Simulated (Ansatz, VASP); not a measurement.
# Two plane-wave programs on SiC

```
Si C
1.0
     0.00000    2.05691    2.05691
     2.05691    0.00000    2.05691
     2.05691    2.05691    0.00000
Si C
1 1
Direct
  0.00000 0.00000 0.00000
  0.25000 0.25000 0.25000
```

Alike in both runs: task single point; functional r2SCAN; k mesh 10 × 10 × 10; no spin polarisation.

|  | VASP | Ansatz |
| --- | --- | --- |
| version | VASP 6.6.1 | Ansatz 0.2.0 |
| potentials or method | VASP PAW PBE potentials, release 64 (Si, C), cutoff 660 eV | scalar-relativistic, plane waves, PAW |
| occupations | gaussian, width 0.01 eV | fixed |
| valence electrons in the cell | 8 | 8 |

Ansatz gave:

* gap on the k mesh at the Fermi level (eV): 1.58
* least direct gap on the mesh (eV): 5.24

**Question.** Which values does VASP return?

**Answer.** gap on the k mesh at the Fermi level (eV): 1.60; least direct gap on the mesh (eV): 5.26.

VASP's potentials were made for PBE, not for r2SCAN.
